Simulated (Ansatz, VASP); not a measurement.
## Al3GaN4: VASP beside Ansatz

```
Al Ga N
1.0
     5.04341    0.00000    0.00011
     0.00000    3.13007    0.00000
    -0.00324    0.00000    5.41799
Al Ga N
3 1 4
Cartesian
  2.6443 1.5650 0.9940
  0.0019 1.5650 4.5230
  0.0044 0.0000 1.7971
  2.5166 0.0000 3.6095
  0.5585 0.0000 3.6102
  0.6170 1.5650 0.9057
  3.1500 1.5650 4.5522
  3.1419 0.0000 1.7679
```

Alike in both runs: task single point; functional PBEsol; k mesh 6 × 8 × 4; occupations gaussian, width 0.05 eV; no spin polarisation.

|  | VASP | Ansatz |
| --- | --- | --- |
| version | VASP 6.6.1 | Ansatz 0.2.0 |
| potentials or method | VASP PAW PBE potentials, release 64 (Al, Ga_d, N), cutoff 520 eV | scalar-relativistic, plane waves, PAW |
| valence electrons in the cell | 42 | 42 |

```tsv
	VASP	Ansatz	Ansatz less VASP
gap on the k mesh at the Fermi level (eV)	3.32	3.31	-0.017
least direct gap on the mesh (eV)	3.32	3.31	-0.017
pressure (GPa)	0.6	0.7	+0.07
traceless stress, the component that is largest in VASP (GPa)	3.20	3.17	-0.039
rms of the force components (eV/Å)	0.668	0.664	-0.0043
```

VASP's potentials were made for PBE, not for PBEsol. Atom by atom the forces differ by 0.006 eV/Å (rms over components).
